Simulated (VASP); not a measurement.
# GaSb (I-4m2) in VASP: a series of runs

GaSb is run at these levels: PBE; tasks: single point.

Program: VASP 6.6.1. These are calculated values, not measurements. Logs are shortened: lines on timing, memory, paths and dates and some standing lists are left out, and cuts for length are marked.

## 1. The cell of the first run

The structure is tetragonal, space group I-4m2 (No. 119). Conventional cell: a = 5.394 Å, b = 5.394 Å, c = 3.116 Å, α = 90.00°, β = 90.00°, γ = 90.00°. Within 3.7 Å of Sb (site symmetry -4m2) lie 8 Ga at 2.81 to 3.57 Å and 2 Sb at 3.12 Å. Within 3.7 Å of Ga (site symmetry -4m2) lie 8 Sb at 2.81 to 3.57 Å and 2 Ga at 3.12 Å.

## 2. Single point, PBE (volume scaled by 0.94)

The input, INCAR:

```
  PREC = Accurate
  ENCUT = 520
  EDIFF = 1E-6
  ISMEAR = -1
  SIGMA = 0.05
  LREAL = F
  LASPH = T
  NELM = 80
  ALGO = Normal
  ISIF = 2
  LWAVE = F
  LCHARG = F
  GGA = PE
  NBANDS = 16
```

The input, KPOINTS:

```
regular mesh
0
Gamma
  10 10 10
```

The input, POSCAR:

```
GaSb
1.0
   -2.6972256977      2.6972256977      1.5582344802
    2.6972256977     -2.6972256977      1.5582344802
    2.6972256977      2.6972256977     -1.5582344802
Sb Ga
1 1
Direct
    0.0000000000      0.0000000000      0.0000000000
    0.7500000000      0.2500000000      0.5000000000
```

Potentials or basis: VASP PAW PBE potentials, release 64 (Sb, Ga_d).

Started as:

```sh
cat potpaw_PBE.64/Sb/POTCAR potpaw_PBE.64/Ga_d/POTCAR > POTCAR
mpirun -np 1 vasp_std > vasp.out
```

OUTCAR:

```text
PREC = Accurate
   ENCUT = 520
   EDIFF = 1E-6
   ISMEAR = -1
   LREAL = F
   LASPH = T
   NELM = 80
   ISIF = 2
   GGA = PE

 ion  position               nearest neighbor table
   1  0.000  0.000  0.000-   2 2.81   2 2.81   2 2.81   2 2.81
   2  0.750  0.250  0.500-   1 2.81   1 2.81   1 2.81   1 2.81

  LATTYP: Found a body centered tetragonal cell.
 ALAT       =     5.3944513954
 C/A-ratio  =     0.5777174975

  Lattice vectors:

 A1 = (  -2.6972256977,   2.6972256977,   1.5582344802)
 A2 = (   2.6972256977,  -2.6972256977,   1.5582344802)
 A3 = (   2.6972256977,   2.6972256977,  -1.5582344802)

Analysis of symmetry for initial positions (statically):
=====================================================================
 Subroutine PRICEL returns:
 Original cell was already a primitive cell.

 Routine SETGRP: Setting up the symmetry group for a
 body centered tetragonal supercell.

 Subroutine GETGRP returns: Found  8 space group operations
 (whereof  8 operations were pure point group operations)
 out of a pool of 16 trial point group operations.

The static configuration has the point symmetry D_2d.

Analysis of symmetry for dynamics (positions and initial velocities):
=====================================================================
 Subroutine PRICEL returns:
 Original cell was already a primitive cell.

 Routine SETGRP: Setting up the symmetry group for a
 body centered tetragonal supercell.

 Subroutine GETGRP returns: Found  8 space group operations
 (whereof  8 operations were pure point group operations)
 out of a pool of 16 trial point group operations.

The dynamic configuration has the point symmetry D_2d.

 Subroutine INISYM returns: Found  8 space group operations
 (whereof  8 operations are pure point group operations),
 and found     1 'primitive' translations

----------------------------------------------------------------------------------------

                                     Primitive cell

  volume of cell :      45.3448

  direct lattice vectors                    reciprocal lattice vectors
    -2.697225698  2.697225698  1.558234480     0.000000000  0.185375662  0.320875970
     2.697225698 -2.697225698  1.558234480     0.185375662  0.000000000  0.320875970
     2.697225698  2.697225698 -1.558234480     0.185375662  0.185375662  0.000000000

  length of vectors
     4.120454784  4.120454784  4.120454784     0.370574586  0.370574586  0.262160776

  position of ions in fractional coordinates (direct lattice)
     0.000000000  0.000000000  0.000000000
     0.750000000  0.250000000  0.500000000

  ion indices of the primitive-cell ions
   primitive index   ion index
                 1           1
                 2           2

----------------------------------------------------------------------------------------

 KPOINTS: regular mesh

Automatic generation of k-mesh.
 Grid dimensions read from file:
 generate k-points for:   10   10   10

 Generating k-lattice:

  Cartesian coordinates                     Fractional coordinates (reciprocal lattice)
     0.000000000  0.018537566  0.032087597     0.100000000  0.000000000 -0.000000000
     0.018537566  0.000000000  0.032087597     0.000000000  0.100000000 -0.000000000
     0.018537566  0.018537566  0.000000000     0.000000000  0.000000000  0.100000000

  Length of vectors
     0.037057459  0.037057459  0.026216078

  Shift w.r.t. Gamma in fractional coordinates (k-lattice)
     0.000000000  0.000000000  0.000000000

 Subroutine IBZKPT returns following result:
 ===========================================

 Found    102 irreducible k-points:

 Following reciprocal coordinates:
            Coordinates               Weight
  0.000000  0.000000  0.000000      1.000000
  0.100000  0.000000 -0.000000      8.000000
  0.200000  0.000000 -0.000000      8.000000
  0.300000  0.000000  0.000000      8.000000
  0.400000  0.000000 -0.000000      8.000000
  0.500000 -0.000000  0.000000      4.000000
[... 16 lines left out ...]
  0.300000  0.300000  0.000000      8.000000
  0.400000  0.300000  0.000000     16.000000
 [... further k-points ...]
   k-points           NKPTS =    102   k-points in BZ     NKDIM =    102   number of bands    NBANDS=     16
   number of dos      NEDOS =    301   number of ions     NIONS =      2
   total plane-waves  NPLWV =  32768
   dimension x,y,z NGX =    32 NGY =   32 NGZ =   32
   dimension x,y,z NGXF=    64 NGYF=   64 NGZF=   64
   ions per type =               1   1
   NGX,Y,Z   is equivalent  to a cutoff of  12.91, 12.91, 12.91 a.u.
   NGXF,Y,Z  is equivalent  to a cutoff of  25.82, 25.82, 25.82 a.u.
 SYSTEM =  unknown system
   PREC   = accura    normal or accurate (medium, high low for compatibility)
   ISTART =      0    job   : 0-new  1-cont  2-samecut
   ICHARG =      2    charge: 1-file 2-atom 10-const
   ISPIN  =      1    spin polarized calculation?
   LNONCOLLINEAR =      F non collinear calculations
   LSORBIT =      F    spin-orbit coupling
   LASPH  =      T    aspherical Exc in radial PAW
   ENCUT  =  520.0 eV  38.22 Ry    6.18 a.u.   7.66  7.66  7.66*2*pi/ulx,y,z
   NELM   =     80;   NELMIN=  2; NELMDL= -5     # of ELM steps
   EDIFF  = 0.1E-05   stopping-criterion for ELM
   LREAL  =      F    real-space projection
   EDIFFG = 0.1E-04   stopping-criterion for IOM
   NSW    =      0    number of steps for IOM
   IBRION =     -1    ionic relax: 0-MD 1-quasi-New 2-CG
   NFREE  =      0    steps in history (QN), initial steepest desc. (CG)
   ISIF   =      2    stress and relaxation
   ISYM   =      2    0-nonsym 1-usesym 2-fastsym
   POTIM  = 0.5000    time-step for ionic-motion
   TEBEG  =    0.0;   TEEND  =   0.0 temperature during run
   PSTRESS=    0.0 pullay stress
   NELECT =      18.0000    total number of electrons
   NUPDOWN=      -1.0000    fix difference up-down
   EMIN   =  10.00;   EMAX   =-10.00  energy-range for DOS
   EFERMI =   0.00;   METHOD = LEGACY
   ISMEAR =    -1;   SIGMA  =   0.05  broadening in eV -4-tet -1-fermi 0-gaus
   EFERMI_NEDOS =   21; number of points for ismear=-14 and -15
   IALGO  =     38    algorithm
   IMIX   =      4    mixing-type and parameters
     AMIX     =   0.40;   BMIX     =  1.00
     AMIX_MAG =   1.60;   BMIX_MAG =  1.00
  volume/ion in A,a.u.               =      22.67       153.00
  Fermi-wavevector in a.u.,A,eV,Ry     =   1.203160  2.273642 19.695696  1.447593
  Thomas-Fermi vector in A             =   2.338921
   LORBIT       =      0    0 simple, 1 ext, 2 COOP (PROOUT), +10 PAW based schemes
   GGA     = PE    functional components
   LHFCALC =     F    Hartree Fock is set to
   AEXX    =    0.0000 exact exchange contribution
   IVDW    =     0    specifies the selected vdW correction
   LEPSILON=     F    determine dielectric tensor
   LRPA    =     F    only Hartree local field effects (RPA)
 non-spin polarized calculation
  energy-cutoff  :      520.00
  volume of cell :       45.34
 maximum number of plane-waves:      1253
   NGX = 15   NGY = 15   NGZ = 15

 number of electron      18.0000009 magnetization

 Free energy of the ion-electron system (eV)
  ---------------------------------------------------
  ext. energy  EPLUGINS =         0.00000000
  ---------------------------------------------------
  free energy    TOTEN  =        -6.96077454 eV

  energy without entropy =       -6.95555409  energy(sigma->0) =       -6.95816431

 E-fermi :   7.2967     XC(G=0): -10.5217

 val. band max:        7.2836593635   @ k =   0.5000   0.5000   0.0000
 cond. band min:       7.3080952301   @ k =  -0.2000  -0.2000   0.1000
 fundamental gap:      0.0244358666
 Fermi energy:         7.2966941956

 k-point     1 :       0.0000    0.0000    0.0000
  band No.  band energies     occupation
      1      -7.7318      2.00000
      2      -7.6446      2.00000
      3      -7.6378      2.00000
      4      -7.6018      2.00000
      5      -7.6018      2.00000
      6      -5.1386      2.00000
[... 8 lines left out ...]
     15      17.3893      0.00000
     16      18.2209      0.00000

 k-point     2 :       0.1000    0.0000   -0.0000
  band No.  band energies     occupation
      1      -7.7172      2.00000
      2      -7.6463      2.00000
      3      -7.6354      2.00000
      4      -7.6081      2.00000
      5      -7.6081      2.00000
      6      -4.9360      2.00000
[... 8 lines left out ...]
     15      16.7761      0.00000
     16      17.2072      0.00000

 k-point     3 :       0.2000    0.0000   -0.0000
  band No.  band energies     occupation
      1      -7.6799      2.00000
      2      -7.6507      2.00000
      3      -7.6327      2.00000
      4      -7.6239      2.00000
      5      -7.6207      2.00000
      6      -4.3313      2.00000
[... 8 lines left out ...]
     15      15.4618      0.00000
     16      17.1126      0.00000

 k-point     4 :       0.3000    0.0000    0.0000
  band No.  band energies     occupation
      1      -7.6653      2.00000
      2      -7.6492      2.00000
      3      -7.6456      2.00000
      4      -7.6229      2.00000
      5      -7.6165      2.00000
      6      -3.3446      2.00000
[... 8 lines left out ...]
     15      14.6692      0.00000
     16      17.9557      0.00000
[... 324 lines left out ...]
 k-point    22 :      -0.2000    0.2000    0.0000
  band No.  band energies     occupation
      1      -7.7269      2.00000
      2      -7.6535      2.00000
      3      -7.6328      2.00000
      4      -7.6028      2.00000
      5      -7.5979      2.00000
      6      -4.7699      2.00000
[... 8 lines left out ...]
     15      16.6075      0.00000
     16      17.6400      0.00000

 k-point    23 :       0.3000    0.3000    0.0000
  band No.  band energies     occupation
      1      -7.6786      2.00000
      2      -7.6654      2.00000
      3      -7.6551      2.00000
      4      -7.6081      2.00000
      5      -7.5852      2.00000
      6      -1.1528      2.00000
[... 8 lines left out ...]
     15      16.4870      0.00000
     16      18.2010      0.00000

 k-point    24 :       0.4000    0.3000    0.0000
  band No.  band energies     occupation
      1      -7.6743      2.00000
      2      -7.6515      2.00000
      3      -7.6421      2.00000
      4      -7.6204      2.00000
      5      -7.6105      2.00000
      6      -2.1019      2.00000
[... 8 lines left out ...]
     15      17.2084      0.00000
     16      18.1928      0.00000

 [... further k-points ...]

------------------------ aborting loop because EDIFF is reached ----------------------------------------

  FORCE on cell =-STRESS in cart. coord.  units (eV):
  Direction    XX          YY          ZZ          XY          YZ          ZX
  --------------------------------------------------------------------------------------
  -------------------------------------------------------------------------------------
  Total        1.2432871      1.2432871      0.8530774      0.0000000      0.0000000      0.0000000
  in kB       43.9293357     43.9293357     30.1419710      0.0000000      0.0000000      0.0000000
  external PRESSURE =      39.3335475 kB  Pullay stress =       0.0000000 kB

 VOLUME and BASIS-vectors are now :
 -----------------------------------------------------------------------------
  energy-cutoff  :      520.00
  volume of cell :       45.34
      direct lattice vectors                 reciprocal lattice vectors
    -2.697225698  2.697225698  1.558234480     0.000000000  0.185375662  0.320875970
     2.697225698 -2.697225698  1.558234480     0.185375662  0.000000000  0.320875970
     2.697225698  2.697225698 -1.558234480     0.185375662  0.185375662  0.000000000

 POSITION                                       TOTAL-FORCE (eV/Angst)
 -----------------------------------------------------------------------------------
      0.00000      0.00000      0.00000         0.000000     -0.000000      0.000000
      0.00000      2.69723      0.77912        -0.000000      0.000000     -0.000000
 -----------------------------------------------------------------------------------
    total drift:                               -0.000000      0.000000      0.000000

  FREE ENERGIE OF THE ION-ELECTRON SYSTEM (eV)
  ---------------------------------------------------
  free  energy   TOTEN  =        -6.9607745405 eV

  energy  without entropy=       -6.9555540856  energy(sigma->0) =       -6.95816431
```

Wall time 20 s (1 thread of Intel Xeon 6975P-C (Granite Rapids), shared host); peak memory 0.22 GiB.

What came out:

| Item | Value |
| --- | --- |
| Free energy | -6.9608 eV |
| Pressure | 3.9 GPa |
| Band gap on the k mesh | zero (band 9 reaches 9.07 eV, above the bottom of band 10 at 4.33 eV) |

Stress tensor (GPa, compression positive):
```
4.39 0.00 0.00
0.00 4.39 0.00
0.00 0.00 3.01
```

Levels at points of the mesh, in eV from the Fermi level:
```
           k point  band 7  band 8  band 9  band 10  band 11  band 12
(0.00, 0.00, 0.00)   -2.76   -2.04   -2.04     3.30     5.36     7.44
(0.50, 0.00, 0.00)   -5.94   -2.49   -1.64    -1.25     2.29     3.43
(0.50, 0.50, 0.00)   -8.43   -0.01    1.77     2.32     2.45     4.78
(0.50, 0.50, 0.50)   -6.10   -5.35   -5.35     3.58     5.02    11.03
```

Caveat: spin-orbit coupling is left out, which moves the levels of the heavy elements.

## 3. Single point, PBE (volume scaled by 0.96)

The input, INCAR:

```
PREC     = Accurate       # precision mode
ENCUT    = 520            # plane-wave cutoff, eV
EDIFF    = 1E-7           # SCF threshold, eV
ISMEAR   = -1             # smearing method
SIGMA    = 0.05           # smearing width, eV
LREAL    = False          # projectors in reciprocal space
LASPH    = True           # aspherical terms in the spheres
NELM     = 100            # most SCF steps
ALGO     = Normal         # electronic algorithm
ISIF     = 2              # what is computed and relaxed
LWAVE    = False          # write WAVECAR
LCHARG   = False          # write CHGCAR
GGA      = PE             # functional
NBANDS   = 16             # bands
```

KPOINTS is that of step 2.

The input, POSCAR:

```
GaSb
1.0
   -2.7162208707      2.7162208707      1.5692083240
    2.7162208707     -2.7162208707      1.5692083240
    2.7162208707      2.7162208707     -1.5692083240
Sb Ga
1 1
Direct
    0.0000000000      0.0000000000      0.0000000000
    0.7500000000      0.2500000000      0.5000000000
```

Potentials or basis: VASP PAW PBE potentials, release 64 (Sb, Ga_d).

Started as:

```sh
cat potpaw_PBE.64/Sb/POTCAR potpaw_PBE.64/Ga_d/POTCAR > POTCAR
mpirun -np 1 vasp_std > vasp.out
```

It took 23 s on 1 thread of Intel Xeon 6975P-C (Granite Rapids), shared host; peak memory 0.22 GiB.

Results (log left out):

```
Free energy            : -6.9803 eV
Pressure               : 2.6 GPa
Band gap on the k mesh : zero (band 9 reaches 8.82 eV, above the bottom of band 10 at 4.16 eV)
```

Stress tensor (GPa, compression positive):
```
2.97 0.00 0.00
0.00 2.97 0.00
0.00 0.00 1.71
```

Levels at points of the mesh, in eV from the Fermi level:
```
           k point  band 5  band 6  band 7  band 8  band 9  band 10  band 11  band 12  band 13  band 14
(0.00, 0.00, 0.00)  -14.86  -12.26   -2.81   -1.97   -1.97     3.36     5.23     7.33     7.33     7.70
(0.50, 0.00, 0.00)  -14.83   -8.39   -5.81   -2.47   -1.58    -1.21     2.34     3.38     5.28     8.17
(0.50, 0.50, 0.00)  -14.85  -10.70   -8.28    0.00    1.79     2.27     2.43     4.70     6.65     8.50
(0.50, 0.50, 0.50)  -14.85   -9.43   -6.03   -5.21   -5.21     3.53     4.99    10.81    10.81    12.85
```

Caveat: spin-orbit coupling is left out, which moves the levels of the heavy elements.

## 4. Single point, PBE (volume scaled by 0.98)

The input, INCAR:

```
PREC     = Accurate       # precision mode
ENCUT    = 520            # plane-wave cutoff, eV
EDIFF    = 1E-6           # SCF threshold, eV
ISMEAR   = -1             # smearing method
SIGMA    = 0.05           # smearing width, eV
LREAL    = F              # projectors in reciprocal space
LASPH    = T              # aspherical terms in the spheres
NELM     = 100            # most SCF steps
ALGO     = Normal         # electronic algorithm
ISIF     = 2              # what is computed and relaxed
LWAVE    = F              # write WAVECAR
LCHARG   = F              # write CHGCAR
GGA      = PE             # functional
NBANDS   = 16             # bands
```

KPOINTS is that of step 3.

The input, POSCAR:

```
GaSb
1.0
   -2.7349540204      2.7349540204      1.5800307924
    2.7349540204     -2.7349540204      1.5800307924
    2.7349540204      2.7349540204     -1.5800307924
Sb Ga
1 1
Direct
    0.0000000000      0.0000000000      0.0000000000
    0.7500000000      0.2500000000      0.5000000000
```

Started as:

```sh
cat potpaw_PBE.64/Sb/POTCAR potpaw_PBE.64/Ga_d/POTCAR > POTCAR
mpirun -np 1 vasp_std > vasp.out
```

Wall time 22 s (1 thread of Intel Xeon 6975P-C (Granite Rapids), shared host); peak memory 0.22 GiB.

Results (log left out):

```yaml
Free_energy: -6.9918 eV
Pressure: 1.3 GPa
Band_gap_on_the_k_mesh: zero (band 9 reaches 8.58 eV, above the bottom of band 10 at 4.00 eV)
```

Stress tensor (GPa, compression positive):
```
1.63 0.00 0.00
0.00 1.63 0.00
0.00 0.00 0.51
```

Levels at points of the mesh, in eV from the Fermi level:
```
           k point  band 5  band 6  band 7  band 8  band 9  band 10  band 11  band 12  band 13  band 14
(0.00, 0.00, 0.00)  -14.83  -12.09   -2.86   -1.90   -1.90     3.41     5.11     7.22     7.22     7.60
(0.50, 0.00, 0.00)  -14.80   -8.34   -5.70   -2.45   -1.52    -1.16     2.39     3.34     5.21     8.12
(0.50, 0.50, 0.00)  -14.82  -10.57   -8.14    0.01    1.80     2.22     2.40     4.62     6.60     8.44
(0.50, 0.50, 0.50)  -14.82   -9.37   -5.96   -5.07   -5.07     3.48     4.97    10.59    10.59    12.69
```

Caveat: spin-orbit coupling is left out, which moves the levels of the heavy elements.

## 5. Overview

| cell | gap on the mesh (eV) | pressure (GPa) |
| --- | --- | --- |
| a = 4.120 Å, angles 98.2, 98.2, 135.6°, 2 atoms | none | 3.9 |
| a = 4.149 Å, angles 98.2, 98.2, 135.6°, 2 atoms | none | 2.6 |
| a = 4.178 Å, angles 98.2, 98.2, 135.6°, 2 atoms | none | 1.3 |

Alike in all rows: task single point; level PBE; potentials or basis VASP PAW PBE potentials, release 64 (Sb, Ga_d); no spin polarisation; k mesh 10 × 10 × 10; cutoff (eV) 520; smearing fermi-dirac 0.05 eV.

Caveats: spin-orbit coupling is left out, which moves the levels of the heavy elements.

Absolute energies hang on the potentials; compare differences alone.
